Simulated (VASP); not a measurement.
A run of VASP 6.6.1 is set up as follows.

Contents of INCAR:

```
SYSTEM = KCl
ALGO = Normal ; EDIFF = 1E-6
ENCUT = 520 ; GGA = PE
ISIF = 2 ; ISMEAR = 0
LASPH = .True. ; LCHARG = .False.
LREAL = .False. ; LWAVE = .False.
NBANDS = 15 ; NELM = 80
PREC = Accurate ; SIGMA = 0.01
```

The input KPOINTS:

```
k-points
0
Gamma
  6 6 6
  0 0 0
```

File POSCAR:

```
KCl
1.0
    3.7711682885      0.0000000000      0.0000000000
    0.0000000000      3.7711682885      0.0000000000
    0.0000000000      0.0000000000      3.7711682885
K Cl
1 1
Direct
    0.0000000000      0.0000000000      0.0000000000
    0.5000000000      0.5000000000      0.5000000000
```

Potentials or basis: VASP PAW PBE potentials, release 64 (K_sv, Cl).

Command:

```sh
$ cat potpaw_PBE.64/K_sv/POTCAR potpaw_PBE.64/Cl/POTCAR > POTCAR
$ mpirun -np 1 vasp_std > vasp.out
```

Problem. Estimate the pressure.

Solution. 1.1 GPa.

Problem. Estimate the band gap on the k mesh.

Solution. 5.03 eV, indirect (least direct gap 5.24 eV).

A k mesh can miss the band edges. As with any semilocal functional, this PBE gap is likely too small.
